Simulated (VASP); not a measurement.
Runs of VASP 6.6.1 on AlN (rocksalt type). The structure is that of space group Fm-3m (No. 225), or close to it. The cells are those of the table. 

```tsv
task	cell	cutoff (eV)	k mesh for the DOS	occupations for the DOS	gap on the mesh (eV)	pressure (GPa)
single point	a = 2.778 Å, angles 60.0°, 2 atoms	520	-	-	(c)	20.2
single point	a = 2.836 Å, angles 60.0°, 2 atoms	520	-	-	4.76	(b)
single point	a = 2.324 Å, angles 60.0°, 2 atoms	520	-	-	3.00	534.0
relaxation of cell and atoms	relaxed from a = 3.047 Å, angles 60.0°, 2 atoms	600	-	-	(a)	0.0
single point	a = 2.633 Å, angles 60.0°, 2 atoms	520	-	-	4.65	97.5
single point	a = 2.542 Å, angles 60.0°, 2 atoms	520	-	-	4.29	175.6
single point	a = 2.718 Å, angles 60.0°, 2 atoms	600	-	-	4.91	46.6
single point	a = 2.542 Å, angles 60.0°, 2 atoms	600	-	-	4.29	175.4
```

Alike in all rows: level LDA; potentials or basis VASP PAW LDA potentials, release 64 (Al, N); no spin polarisation; k mesh 15 × 15 × 15; smearing fermi-dirac 0.1 eV.

Q: Fill in the values left out.

A: (a) 4.75; (b) 0.7; (c) 5.07.

A k mesh can miss the band edges.
